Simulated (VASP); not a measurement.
# WO (F-43m) in VASP: further runs

The runs below take WO through single point, with PBE+U.

All numbers are computed with VASP 6.6.1; they aren't measurements. Logs are shortened: lines on timing, memory, paths and dates and some standing lists are left out, and cuts for length are marked.

## Step 1: The cell of the first run

Symmetry: F-43m, No. 216, cubic system. Conventional cell: a = 4.826 Å, b = 4.826 Å, c = 4.826 Å, α = 90.00°, β = 90.00°, γ = 90.00°. W (site symmetry -43m) has 4 O at 2.09 Å within 2.8 Å. O (site symmetry -43m) has 4 W at 2.09 Å within 2.8 Å.

## Step 2: Single point, PBE+U, collinear spin, ferromagnetic start

INCAR

```
ALGO     = Normal         # electronic algorithm
EDIFF    = 1E-6           # SCF threshold, eV
ENCUT    = 520            # plane-wave cutoff, eV
GGA      = PE             # functional
ISIF     = 2              # what is computed and relaxed
ISMEAR   = 0              # smearing method
ISPIN    = 2              # spin polarisation
LASPH    = T              # aspherical terms in the spheres
LCHARG   = F              # write CHGCAR
LDAU     = T              # DFT+U
LDAUJ    = 0 0          
LDAUL    = 2 -1           # shell
LDAUPRINT= 1            
LDAUTYPE = 2            
LDAUU    = 6.2 0          # U, eV
LMAXMIX  = 4              # l up to which the mixer works
LORBIT   = 11             # projections on sites
LREAL    = F              # projectors in reciprocal space
LWAVE    = F              # write WAVECAR
MAGMOM   = 1 0            # initial moments
NBANDS   = 21             # bands
NELM     = 150            # most SCF steps
PREC     = Accurate       # precision mode
SIGMA    = 0.02           # smearing width, eV
```

KPOINTS

```
k-points
0
Gamma
  10 10 10
```

POSCAR

```
WO
1.0
    0.0000000000      2.4128820392      2.4128820392
    2.4128820392      0.0000000000      2.4128820392
    2.4128820392      2.4128820392      0.0000000000
W O
1 1
Direct
    0.0000000000      0.0000000000      0.0000000000
    0.2500000000      0.2500000000      0.2500000000
```

Potentials or basis: VASP PAW PBE potentials, release 64 (W_sv, O).

The run is started by

```sh
$ cat potpaw_PBE.64/W_sv/POTCAR potpaw_PBE.64/O/POTCAR > POTCAR
$ mpirun -np 1 vasp_std > vasp.out
```

OUTCAR:

```text
EDIFF = 1E-6
   ENCUT = 520
   GGA = PE
   ISIF = 2
   ISMEAR = 0
   ISPIN = 2
   LASPH = T
   LORBIT = 11
   LREAL = F
   NELM = 150
   PREC = Accurate

 ion  position               nearest neighbor table
   1  0.000  0.000  0.000-   2 2.09   2 2.09   2 2.09   2 2.09
   2  0.250  0.250  0.250-   1 2.09   1 2.09   1 2.09   1 2.09

  LATTYP: Found a face centered cubic cell.
 ALAT       =     4.8257640784

  Lattice vectors:

 A1 = (   0.0000000000,   2.4128820392,   2.4128820392)
 A2 = (   2.4128820392,   0.0000000000,   2.4128820392)
 A3 = (   2.4128820392,   2.4128820392,   0.0000000000)

Analysis of symmetry for initial positions (statically):
=====================================================================
 Subroutine PRICEL returns:
 Original cell was already a primitive cell.

 Routine SETGRP: Setting up the symmetry group for a
 face centered cubic supercell.

 Subroutine GETGRP returns: Found 24 space group operations
 (whereof 24 operations were pure point group operations)
 out of a pool of 48 trial point group operations.

The static configuration has the point symmetry T_d .

Analysis of symmetry for dynamics (positions and initial velocities):
=====================================================================
 Subroutine PRICEL returns:
 Original cell was already a primitive cell.

 Routine SETGRP: Setting up the symmetry group for a
 face centered cubic supercell.

 Subroutine GETGRP returns: Found 24 space group operations
 (whereof 24 operations were pure point group operations)
 out of a pool of 48 trial point group operations.

The dynamic configuration has the point symmetry T_d .

Analysis of structural, dynamic, and magnetic symmetry:
=====================================================================
 Subroutine PRICEL returns:
 Original cell was already a primitive cell.

 Routine SETGRP: Setting up the symmetry group for a
 face centered cubic supercell.

 Subroutine GETGRP returns: Found 24 space group operations
 (whereof 24 operations were pure point group operations)
 out of a pool of 48 trial point group operations.

The overall configuration has the point symmetry T_d .

 Subroutine INISYM returns: Found 24 space group operations
 (whereof 24 operations are pure point group operations),
 and found     1 'primitive' translations

----------------------------------------------------------------------------------------

                                     Primitive cell

  volume of cell :      28.0956

  direct lattice vectors                    reciprocal lattice vectors
     0.000000000  2.412882039  2.412882039    -0.207221071  0.207221071  0.207221071
     2.412882039  0.000000000  2.412882039     0.207221071 -0.207221071  0.207221071
     2.412882039  2.412882039  0.000000000     0.207221071  0.207221071 -0.207221071

  length of vectors
     3.412330504  3.412330504  3.412330504     0.358917423  0.358917423  0.358917423

  position of ions in fractional coordinates (direct lattice)
     0.000000000  0.000000000  0.000000000
     0.250000000  0.250000000  0.250000000

  ion indices of the primitive-cell ions
   primitive index   ion index
                 1           1
                 2           2

----------------------------------------------------------------------------------------

 KPOINTS: k-points

Automatic generation of k-mesh.
[... 58 lines left out ...]
   ISTART =      0    job   : 0-new  1-cont  2-samecut
   ICHARG =      2    charge: 1-file 2-atom 10-const
   ISPIN  =      2    spin polarized calculation?
   LNONCOLLINEAR =      F non collinear calculations
   LSORBIT =      F    spin-orbit coupling
   LASPH  =      T    aspherical Exc in radial PAW
   ENCUT  =  520.0 eV  38.22 Ry    6.18 a.u.   6.34  6.34  6.34*2*pi/ulx,y,z
   NELM   =    150;   NELMIN=  2; NELMDL= -5     # of ELM steps
   EDIFF  = 0.1E-05   stopping-criterion for ELM
   LREAL  =      F    real-space projection
   EDIFFG = 0.1E-04   stopping-criterion for IOM
   NSW    =      0    number of steps for IOM
   IBRION =     -1    ionic relax: 0-MD 1-quasi-New 2-CG
   NFREE  =      0    steps in history (QN), initial steepest desc. (CG)
   ISIF   =      2    stress and relaxation
   ISYM   =      2    0-nonsym 1-usesym 2-fastsym
   POTIM  = 0.5000    time-step for ionic-motion
   TEBEG  =    0.0;   TEEND  =   0.0 temperature during run
   PSTRESS=    0.0 pullay stress
   NELECT =      20.0000    total number of electrons
   NUPDOWN=      -1.0000    fix difference up-down
   EMIN   =  10.00;   EMAX   =-10.00  energy-range for DOS
   EFERMI =   0.00;   METHOD = LEGACY
   ISMEAR =     0;   SIGMA  =   0.02  broadening in eV -4-tet -1-fermi 0-gaus
   EFERMI_NEDOS =   21; number of points for ismear=-14 and -15
   IALGO  =     38    algorithm
   IMIX   =      4    mixing-type and parameters
     AMIX     =   0.40;   BMIX     =  1.00
     AMIX_MAG =   1.60;   BMIX_MAG =  1.00
  volume/ion in A,a.u.               =      14.05        94.80
  Fermi-wavevector in a.u.,A,eV,Ry     =   1.461747  2.762300 29.071608  2.136703
  Thomas-Fermi vector in A             =   2.578042
   LORBIT       =     11    0 simple, 1 ext, 2 COOP (PROOUT), +10 PAW based schemes
 LDA+U is selected, type is set to LDAUTYPE =  2
   angular momentum for each species LDAUL =     2   -1
   U (eV)           for each species LDAUU =   6.2  0.0
   J (eV)           for each species LDAUJ =   0.0  0.0
   GGA     = PE    functional components
   LHFCALC =     F    Hartree Fock is set to
   AEXX    =    0.0000 exact exchange contribution
   IVDW    =     0    specifies the selected vdW correction
   LEPSILON=     F    determine dielectric tensor
   LRPA    =     F    only Hartree local field effects (RPA)
 spin polarized calculation
 Gauss-broadening in eV      SIGMA  =   0.02
  energy-cutoff  :      520.00
  volume of cell :       28.10
 maximum number of plane-waves:       769
 NGX is ok and might be reduce to    28
   NGX = 13   NGY = 13   NGZ = 13

atom =   1  type =  1  l = 2

 onsite density matrix

spin component  1

  0.2611  0.0000 -0.0000  0.0000  0.0000
  0.0000  0.2611 -0.0000  0.0000 -0.0000
 -0.0000 -0.0000  0.8133 -0.0000 -0.0000
  0.0000  0.0000 -0.0000  0.2611  0.0000
  0.0000 -0.0000 -0.0000  0.0000  0.8133

spin component  2

  0.2101 -0.0000 -0.0000  0.0000 -0.0000
 -0.0000  0.2101 -0.0000 -0.0000 -0.0000
 -0.0000 -0.0000  0.0421 -0.0000 -0.0000
  0.0000 -0.0000 -0.0000  0.2101  0.0000
 -0.0000 -0.0000 -0.0000  0.0000  0.0421

 occupancies and eigenvectors

  o =  0.0421  v =  0.0000  0.0000  0.0000  0.0000  0.0000  0.0000 -0.0000  0.9996 -0.0000 -0.0299      0.0000  0.0000  0.0000  0.0000  0.0000  0.0000  0.0000  0.0000  0.0000  0.0000
  o =  0.0421  v =  0.0000  0.0000  0.0000  0.0000  0.0000  0.0000  0.0000 -0.0299  0.0000 -0.9996      0.0000  0.0000  0.0000  0.0000  0.0000  0.0000  0.0000  0.0000  0.0000  0.0000
  o =  0.2101  v =  0.0000  0.0000  0.0000  0.0000  0.0000  1.0000  0.0000  0.0000  0.0000  0.0000      0.0000  0.0000  0.0000  0.0000  0.0000  0.0000  0.0000  0.0000  0.0000  0.0000
  o =  0.2101  v =  0.0000  0.0000  0.0000  0.0000  0.0000  0.0000  0.1208  0.0000  0.9927 -0.0000      0.0000  0.0000  0.0000  0.0000  0.0000  0.0000  0.0000  0.0000  0.0000  0.0000
  o =  0.2101  v =  0.0000  0.0000  0.0000  0.0000  0.0000  0.0000  0.9927  0.0000 -0.1208  0.0000      0.0000  0.0000  0.0000  0.0000  0.0000  0.0000  0.0000  0.0000  0.0000  0.0000
  o =  0.2611  v =  0.0000 -0.7891  0.0000 -0.6143  0.0000  0.0000  0.0000  0.0000  0.0000  0.0000      0.0000  0.0000  0.0000  0.0000  0.0000  0.0000  0.0000  0.0000  0.0000  0.0000
  o =  0.2611  v =  0.0000 -0.6143  0.0000  0.7891  0.0000  0.0000  0.0000  0.0000  0.0000  0.0000      0.0000  0.0000  0.0000  0.0000  0.0000  0.0000  0.0000  0.0000  0.0000  0.0000
  o =  0.2611  v =  1.0000  0.0000  0.0000  0.0000  0.0000  0.0000  0.0000  0.0000  0.0000  0.0000      0.0000  0.0000  0.0000  0.0000  0.0000  0.0000  0.0000  0.0000  0.0000  0.0000
  o =  0.8133  v =  0.0000  0.0000 -0.9561  0.0000  0.2932  0.0000  0.0000  0.0000  0.0000  0.0000      0.0000  0.0000  0.0000  0.0000  0.0000  0.0000  0.0000  0.0000  0.0000  0.0000
  o =  0.8133  v =  0.0000 -0.0000 -0.2932  0.0000 -0.9561  0.0000  0.0000  0.0000  0.0000  0.0000      0.0000  0.0000  0.0000  0.0000  0.0000  0.0000  0.0000  0.0000  0.0000  0.0000

 number of electron      19.9999997 magnetization       2.0006393

 Free energy of the ion-electron system (eV)
  ---------------------------------------------------
  ext. energy  EPLUGINS =         0.00000000
  ---------------------------------------------------
  free energy    TOTEN  =       -12.97000403 eV

  energy without entropy =      -12.97000403  energy(sigma->0) =      -12.97000403

 E-fermi :   8.8788     XC(G=0): -11.8389

 val. band max:        8.6203990161   @ k =   0.3000   0.3000   0.0000
 cond. band min:       9.2390524340   @ k =   0.2000   0.2000   0.0000
 fundamental gap:      0.6186534179
 Fermi energy:         8.8787811556

 spin component 1

 k-point     1 :       0.0000    0.0000    0.0000
  band No.  band energies     occupation
      1     -67.7965      1.00000
      2     -31.9888      1.00000
      3     -31.9888      1.00000
      4     -31.9887      1.00000
      5     -13.1516      1.00000
      6       0.6993      1.00000
[... 1145 lines left out ...]
     20      29.2435      0.00000
     21      31.4809      0.00000

 [... further k-points ...]
[... 5 lines left out ...]
  --------------------------------------------------------------------------------------
  -------------------------------------------------------------------------------------
  Total        1.0132427      1.0132427      1.0132427     -0.0000000      0.0000000     -0.0000000
  in kB       57.7810990     57.7810990     57.7810990     -0.0000000      0.0000000     -0.0000000
  external PRESSURE =      57.7810990 kB  Pullay stress =       0.0000000 kB

 VOLUME and BASIS-vectors are now :
 -----------------------------------------------------------------------------
  energy-cutoff  :      520.00
  volume of cell :       28.10
      direct lattice vectors                 reciprocal lattice vectors
     0.000000000  2.412882039  2.412882039    -0.207221071  0.207221071  0.207221071
     2.412882039  0.000000000  2.412882039     0.207221071 -0.207221071  0.207221071
     2.412882039  2.412882039  0.000000000     0.207221071  0.207221071 -0.207221071

 POSITION                                       TOTAL-FORCE (eV/Angst)
 -----------------------------------------------------------------------------------
      0.00000      0.00000      0.00000         0.000000      0.000000      0.000000
      1.20644      1.20644      1.20644        -0.000000     -0.000000     -0.000000
 -----------------------------------------------------------------------------------
    total drift:                                0.000000      0.000000      0.000000

  FREE ENERGIE OF THE ION-ELECTRON SYSTEM (eV)
  ---------------------------------------------------
  free  energy   TOTEN  =       -12.9700040273 eV

  energy  without entropy=      -12.9700040273  energy(sigma->0) =      -12.97000403

 total charge

# of ion       s       p       d       tot
------------------------------------------
    1        2.287   6.251   3.082  11.621
    2        1.569   3.532   0.000   5.102
--------------------------------------------------
tot          3.857   9.784   3.082  16.722

 magnetization (x)

# of ion       s       p       d       tot
------------------------------------------
    1        0.024   0.014   1.680   1.718
    2        0.000   0.036   0.000   0.036
--------------------------------------------------
tot          0.024   0.050   1.680   1.755
```

It took 35 s on 1 thread of Intel Xeon 6975P-C (Granite Rapids), shared host; peak memory 0.2 GiB.

Results:

| Quantity | Value |
| --- | --- |
| Free energy | -12.9700 eV |
| Pressure | 5.8 GPa |
| Band gap on the k mesh | 0.62 eV, indirect (least direct gap 1.09 eV) |
| Net moment | 2.00 μB per cell |
| Site moments | W +1.72; O +0.04 μB |
| Valence electrons inside the program's atomic spheres | W 11.62; O 5.10 |

Eigenvalues of the final occupation matrices:
```
    site  spin  trace               eigenvalues
site 1 d     1   2.41  0.26 0.26 0.26 0.81 0.81
site 1 d     2   0.71  0.04 0.04 0.21 0.21 0.21
```

Caveat: spin-orbit coupling is left out, which moves the levels of the heavy elements. A k mesh can miss the band edges.

## Step 3: Single point, PBE+U, collinear spin, ferromagnetic start

INCAR

```
SYSTEM = WO
PREC = Accurate
ENCUT = 520
EDIFF = 1E-6
ISMEAR = 0
SIGMA = 0.02
LREAL = .False.
LASPH = .True.
NELM = 150
ALGO = Normal
ISIF = 2
LWAVE = .False.
LCHARG = .False.
ISPIN = 2
MAGMOM = 2.5 0
LORBIT = 11
LMAXMIX = 4
LDAU = .True.
LDAUTYPE = 2
LDAUL = 2 -1
LDAUU = 6.2 0
LDAUJ = 0 0
LDAUPRINT = 1
GGA = PE
NBANDS = 21
```

KPOINTS

```
regular mesh
0
Gamma
  10 10 10
  0 0 0
```

POSCAR is that of step 2.

Potentials or basis: VASP PAW PBE potentials, release 64 (W_sv, O).

The run is started by

```sh
$ cat potpaw_PBE.64/W_sv/POTCAR potpaw_PBE.64/O/POTCAR > POTCAR
$ mpirun -np 1 vasp_std > vasp.out
```

It took 33 s on 1 thread of Intel Xeon 6975P-C (Granite Rapids), shared host; peak memory 0.2 GiB.

It converged, with:

| Property | Result |
| --- | --- |
| Free energy | -12.9700 eV |
| Pressure | 5.8 GPa |
| Band gap on the k mesh | 0.62 eV, indirect (least direct gap 1.09 eV) |
| Net moment | 2.00 μB per cell |
| Site moments | W +1.72; O +0.04 μB |
| Valence electrons inside the program's atomic spheres | W 11.62; O 5.10 |

Levels at points of the mesh, in eV from the valence-band top:
Spin up:
```
           k point  band 8  band 9  band 10  band 11  band 12  band 13  band 14  band 15
(0.00, 0.00, 0.00)   -7.92   -3.56    -3.52    -3.52     3.43     3.43     3.43    11.78
(0.50, 0.00, 0.00)   -7.79   -2.77    -2.77    -0.79     2.15     2.43     2.43     6.08
(0.50, 0.50, 0.00)   -6.66   -2.59    -2.57    -2.45     2.02     2.02     6.69     6.85
```
Spin down:
```
           k point  band 5  band 6  band 7  band 8  band 9  band 10  band 11  band 12  band 13  band 14
(0.00, 0.00, 0.00)  -21.62   -7.55   -7.55   -7.55   -2.95     2.54     2.54     4.24     4.24     4.24
(0.50, 0.00, 0.00)  -21.01   -8.01   -7.06   -7.06   -0.17     2.56     2.56     3.06     3.48     3.48
(0.50, 0.50, 0.00)  -20.81   -8.51   -6.44   -6.44   -1.96     1.33     3.12     3.12     4.15     7.68
```

Eigenvalues of the final occupation matrices:
```csv
site,spin,trace,eigenvalues
site 1 d,1,2.41,0.26 0.26 0.26 0.81 0.81
site 1 d,2,0.71,0.04 0.04 0.21 0.21 0.21
```

Caveat: spin-orbit coupling is left out, which moves the levels of the heavy elements. The state reached can hang on the start; a lower one may exist.
